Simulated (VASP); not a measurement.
# CuF3 (Pm-3m) in VASP: single point with PBE

Aim: the single point of CuF3 with PBE.

Everything below comes from runs of VASP 6.6.1. Logs are shortened: lines on timing, memory, paths and dates and some standing lists are left out, and cuts for length are marked.

## Step 1: The cell of the first run

The structure is cubic, space group Pm-3m (No. 221). Conventional cell: a = 3.815 Å, b = 3.815 Å, c = 3.815 Å, α = 90.00°, β = 90.00°, γ = 90.00°. Within 2.5 Å of Cu (site symmetry m-3m) lie 6 F at 1.91 Å. F (site symmetry 4/mmm) has 2 Cu at 1.91 Å within 2.5 Å.

## Step 2: Single point, PBE, collinear spin, antiferromagnetic start (volume scaled by 1.020)

INCAR reads:

```
ALGO     = Normal         # electronic algorithm
EDIFF    = 1E-7           # SCF threshold, eV
ENCUT    = 520            # plane-wave cutoff, eV
GGA      = PE             # functional
ISIF     = 2              # what is computed and relaxed
ISMEAR   = 0              # smearing method
ISPIN    = 2              # spin polarisation
LASPH    = T              # aspherical terms in the spheres
LCHARG   = F              # write CHGCAR
LMAXMIX  = 4              # l up to which the mixer works
LORBIT   = 11             # projections on sites
LREAL    = F              # projectors in reciprocal space
LWAVE    = F              # write WAVECAR
MAGMOM   = 0.78 -0.78 0 0 0 0 0 0 # initial moments
NBANDS   = 46             # bands
NELM     = 150            # most SCF steps
PREC     = Accurate       # precision mode
SIGMA    = 0.05           # smearing width, eV
```

KPOINTS reads:

```
k-points
0
Gamma
  10 10 5
```

POSCAR reads:

```
CuF3
1.0
    3.8148712628      0.0000000000      3.8148712628
    0.0000000000      3.8148712628      3.8148712628
    0.0000000000      0.0000000000      7.6297425256
Cu F
2 6
Direct
    0.0000000000      0.0000000000      0.0000000000
    0.0000000000      0.0000000000      0.5000000000
    0.5000000000      0.0000000000      0.7500000000
    0.0000000000      0.0000000000      0.2500000000
    0.0000000000      0.5000000000      0.7500000000
    0.5000000000      0.0000000000      0.2500000000
    0.0000000000      0.0000000000      0.7500000000
    0.0000000000      0.5000000000      0.2500000000
```

Potentials or basis: VASP PAW PBE potentials, release 64 (Cu, F).

Launch:

```console
> cat potpaw_PBE.64/Cu/POTCAR potpaw_PBE.64/F/POTCAR > POTCAR
> mpirun -np 1 vasp_std > vasp.out
```

OUTCAR:

```text
EDIFF = 1E-7
   ENCUT = 520
   GGA = PE
   ISIF = 2
   ISMEAR = 0
   ISPIN = 2
   LASPH = T
   LORBIT = 11
   LREAL = F
   NELM = 150
   PREC = Accurate

 ion  position               nearest neighbor table
   1  0.000  0.000  0.000-   3 1.91   4 1.91   5 1.91   7 1.91   8 1.91   6 1.91
   2  0.000  0.000  0.500-   4 1.91   6 1.91   7 1.91   8 1.91   5 1.91   3 1.91
   3  0.500  0.000  0.750-   2 1.91   1 1.91
   4  0.000  0.000  0.250-   1 1.91   2 1.91
   5  0.000  0.500  0.750-   2 1.91   1 1.91
   6  0.500  0.000  0.250-   1 1.91   2 1.91
   7  0.000  0.000  0.750-   1 1.91   2 1.91
   8  0.000  0.500  0.250-   1 1.91   2 1.91

  LATTYP: Found a face centered cubic cell.
 ALAT       =     7.6297425256

  Lattice vectors:

 A1 = (   3.8148712628,  -3.8148712628,   0.0000000000)
 A2 = (   3.8148712628,   0.0000000000,   3.8148712628)
 A3 = (   0.0000000000,  -3.8148712628,   3.8148712628)

Analysis of symmetry for initial positions (statically):
=====================================================================
 Subroutine PRICEL returns following result:

  LATTYP: Found a simple cubic cell.
 ALAT       =     3.8148712628
[... 12 lines left out ...]
 Subroutine GETGRP returns: Found 48 space group operations
 (whereof 48 operations were pure point group operations)
 out of a pool of 48 trial point group operations.

The static configuration has the point symmetry O_h .

Analysis of symmetry for dynamics (positions and initial velocities):
=====================================================================
 Subroutine PRICEL returns following result:

  LATTYP: Found a simple cubic cell.
 ALAT       =     3.8148712628
[... 12 lines left out ...]
 Subroutine GETGRP returns: Found 48 space group operations
 (whereof 48 operations were pure point group operations)
 out of a pool of 48 trial point group operations.

The dynamic configuration has the point symmetry O_h .

Analysis of structural, dynamic, and magnetic symmetry:
=====================================================================
 Subroutine PRICEL returns following result:

  LATTYP: Found a simple cubic cell.
 ALAT       =     3.8148712628
[... 12 lines left out ...]
 Subroutine GETGRP returns: Found 48 space group operations
 (whereof 48 operations were pure point group operations)
 out of a pool of 48 trial point group operations.

The overall configuration has the point symmetry O_h .

 Subroutine INISYM returns: Found 48 space group operations
 (whereof 48 operations are pure point group operations),
 and found     2 'primitive' translations

----------------------------------------------------------------------------------------

                                     Primitive cell

  volume of cell :      55.5187

  direct lattice vectors                    reciprocal lattice vectors
     0.000000000 -3.814871263  0.000000000     0.000000000 -0.262132044  0.000000000
     3.814871263  0.000000000  0.000000000     0.262132044  0.000000000  0.000000000
     0.000000000  0.000000000  3.814871263     0.000000000  0.000000000  0.262132044

  length of vectors
     3.814871263  3.814871263  3.814871263     0.262132044  0.262132044  0.262132044

  position of ions in fractional coordinates (direct lattice)
     0.000000000  0.000000000  0.000000000
     0.000000000  0.500000000  0.000000000
     0.000000000  0.000000000  0.500000000
     0.500000000  0.000000000  0.000000000

  ion indices of the primitive-cell ions
   primitive index   ion index
                 1           1
                 2           3
                 3           4
                 4           5

----------------------------------------------------------------------------------------

 KPOINTS: k-points

Automatic generation of k-mesh.
 Grid dimensions read from file:
 generate k-points for:   10   10    5

 Generating k-lattice:

  Cartesian coordinates                     Fractional coordinates (reciprocal lattice)
     0.026213204  0.000000000  0.000000000     0.100000000  0.000000000  0.000000000
     0.000000000  0.026213204  0.000000000     0.000000000  0.100000000  0.000000000
    -0.026213204 -0.026213204  0.026213204     0.000000000  0.000000000  0.200000000

  Length of vectors
     0.026213204  0.026213204  0.045402602
[... 42 lines left out ...]
   NGX,Y,Z   is equivalent  to a cutoff of  12.33, 12.33, 13.07 a.u.
   NGXF,Y,Z  is equivalent  to a cutoff of  24.65, 24.65, 26.15 a.u.
 SYSTEM =  unknown system
   PREC   = accura    normal or accurate (medium, high low for compatibility)
   ISTART =      0    job   : 0-new  1-cont  2-samecut
   ICHARG =      2    charge: 1-file 2-atom 10-const
   ISPIN  =      2    spin polarized calculation?
   LNONCOLLINEAR =      F non collinear calculations
   LSORBIT =      F    spin-orbit coupling
   LASPH  =      T    aspherical Exc in radial PAW
   ENCUT  =  520.0 eV  38.22 Ry    6.18 a.u.  10.03 10.03 14.19*2*pi/ulx,y,z
   NELM   =    150;   NELMIN=  2; NELMDL= -5     # of ELM steps
   EDIFF  = 0.1E-06   stopping-criterion for ELM
   LREAL  =      F    real-space projection
   EDIFFG = 0.1E-05   stopping-criterion for IOM
   NSW    =      0    number of steps for IOM
   IBRION =     -1    ionic relax: 0-MD 1-quasi-New 2-CG
   NFREE  =      0    steps in history (QN), initial steepest desc. (CG)
   ISIF   =      2    stress and relaxation
   ISYM   =      2    0-nonsym 1-usesym 2-fastsym
   POTIM  = 0.5000    time-step for ionic-motion
   TEBEG  =    0.0;   TEEND  =   0.0 temperature during run
   PSTRESS=    0.0 pullay stress
   NELECT =      64.0000    total number of electrons
   NUPDOWN=      -1.0000    fix difference up-down
   EMIN   =  10.00;   EMAX   =-10.00  energy-range for DOS
   EFERMI =   0.00;   METHOD = LEGACY
   ISMEAR =     0;   SIGMA  =   0.05  broadening in eV -4-tet -1-fermi 0-gaus
   EFERMI_NEDOS =   21; number of points for ismear=-14 and -15
   IALGO  =     38    algorithm
   IMIX   =      4    mixing-type and parameters
     AMIX     =   0.40;   BMIX     =  1.00
     AMIX_MAG =   1.60;   BMIX_MAG =  1.00
  volume/ion in A,a.u.               =      13.88        93.66
  Fermi-wavevector in a.u.,A,eV,Ry     =   1.362422  2.574604 25.255043  1.856193
  Thomas-Fermi vector in A             =   2.488913
   LORBIT       =     11    0 simple, 1 ext, 2 COOP (PROOUT), +10 PAW based schemes
   GGA     = PE    functional components
   LHFCALC =     F    Hartree Fock is set to
   AEXX    =    0.0000 exact exchange contribution
   IVDW    =     0    specifies the selected vdW correction
   LEPSILON=     F    determine dielectric tensor
   LRPA    =     F    only Hartree local field effects (RPA)
 spin polarized calculation
 Gauss-broadening in eV      SIGMA  =   0.05
  energy-cutoff  :      520.00
  volume of cell :      111.04
 maximum number of plane-waves:      3005
   NGX = 21   NGY = 21   NGZ = 29

 number of electron      64.0000015 magnetization       0.0000000

 number of electron      64.0000015 magnetization      -0.0000000

 Free energy of the ion-electron system (eV)
  ---------------------------------------------------
  ext. energy  EPLUGINS =         0.00000000
  ---------------------------------------------------
  free energy    TOTEN  =       -28.82882562 eV

  energy without entropy =      -28.82882126  energy(sigma->0) =      -28.82882344

 E-fermi :  -2.7882     XC(G=0):  -8.7513

 val. band max:       -2.9170499106   @ k =   0.5000   0.0000   0.4000
 cond. band min:      -2.6723979096   @ k =   0.4000   0.0000   0.0000
 fundamental gap:      0.2446520010
 Fermi energy:        -2.7881588777

 spin component 1

 k-point     1 :       0.0000    0.0000    0.0000
  band No.  band energies     occupation
      1     -24.0197      1.00000
      2     -23.2767      1.00000
      3     -23.2767      1.00000
      4     -23.2767      1.00000
      5     -23.1312      1.00000
      6     -23.1312      1.00000
[... 1117 lines left out ...]
     43      13.5073      0.00000
     44      14.3230      0.00000

 [... further k-points ...]

 spin component 2

 k-point     1 :       0.0000    0.0000    0.0000
  band No.  band energies     occupation
      1     -24.0197      1.00000
      2     -23.2767      1.00000
      3     -23.2767      1.00000
      4     -23.2767      1.00000
      5     -23.1312      1.00000
      6     -23.1312      1.00000
[... 1117 lines left out ...]
     43      13.5073      0.00000
     44      14.3230      0.00000

 [... further k-points ...]

 [bands above 44 left out]

------------------------ aborting loop because EDIFF is reached ----------------------------------------

  FORCE on cell =-STRESS in cart. coord.  units (eV):
  Direction    XX          YY          ZZ          XY          YZ          ZX
  --------------------------------------------------------------------------------------
  -------------------------------------------------------------------------------------
  Total       -1.0455750     -1.0455750     -1.0455750      0.0000000      0.0000000     -0.0000000
  in kB      -15.0867650    -15.0867650    -15.0867650      0.0000000      0.0000000     -0.0000000
  external PRESSURE =     -15.0867650 kB  Pullay stress =       0.0000000 kB

 VOLUME and BASIS-vectors are now :
 -----------------------------------------------------------------------------
  energy-cutoff  :      520.00
  volume of cell :      111.04
      direct lattice vectors                 reciprocal lattice vectors
     3.814871263  0.000000000  3.814871263     0.262132044  0.000000000  0.000000000
     0.000000000  3.814871263  3.814871263     0.000000000  0.262132044  0.000000000
     0.000000000  0.000000000  7.629742526    -0.131066022 -0.131066022  0.131066022

 POSITION                                       TOTAL-FORCE (eV/Angst)
 -----------------------------------------------------------------------------------
      0.00000      0.00000      0.00000         0.000000     -0.000000     -0.000000
      0.00000      0.00000      3.81487        -0.000000      0.000000      0.000000
      1.90744      0.00000      7.62974         0.000000     -0.000000      0.000000
      0.00000      0.00000      1.90744         0.000000      0.000000      0.000000
      0.00000      1.90744      7.62974        -0.000000     -0.000000     -0.000000
      1.90744      0.00000      3.81487         0.000000     -0.000000      0.000000
      0.00000      0.00000      5.72231         0.000000      0.000000     -0.000000
      0.00000      1.90744      3.81487        -0.000000     -0.000000      0.000000
 -----------------------------------------------------------------------------------
    total drift:                               -0.000000     -0.000000     -0.000000

  FREE ENERGIE OF THE ION-ELECTRON SYSTEM (eV)
  ---------------------------------------------------
  free  energy   TOTEN  =       -28.8288256150 eV

  energy  without entropy=      -28.8288212557  energy(sigma->0) =      -28.82882344

 total charge

# of ion       s       p       d       tot
------------------------------------------
    1        0.324   0.434   8.858   9.616
    2        0.324   0.434   8.858   9.616
    3        1.740   4.305   0.000   6.045
    4        1.740   4.305   0.000   6.045
    5        1.740   4.305   0.000   6.045
    6        1.740   4.305   0.000   6.045
    7        1.740   4.305   0.000   6.045
    8        1.740   4.305   0.000   6.045
--------------------------------------------------
tot         11.088  26.695  17.717  55.500

 magnetization (x)

# of ion       s       p       d       tot
------------------------------------------
    1       -0.010  -0.015   0.671   0.646
    2        0.010   0.015  -0.671  -0.646
    3        0.000   0.000   0.000   0.000
    4        0.000   0.000   0.000   0.000
    5        0.000   0.000   0.000   0.000
    6        0.000   0.000   0.000   0.000
    7        0.000   0.000   0.000   0.000
    8        0.000   0.000   0.000   0.000
--------------------------------------------------
tot          0.000   0.000   0.000   0.000
```

Run time: 3.9 min. Hardware: 1 thread of Intel Xeon 6975P-C (Granite Rapids), shared host; peak memory 0.48 GiB.

Results:

| Quantity | Value |
| --- | --- |
| Free energy | -28.8288 eV |
| Pressure | -1.5 GPa |
| Band gap on the k mesh | 0.24 eV |
| Net moment | 0.00 μB per cell |
| Site moments | Cu +0.65, -0.65; F +0.00 μB |
| Valence electrons inside the program's atomic spheres | Cu 9.62; F 6.04 |

 A k mesh can miss the band edges.
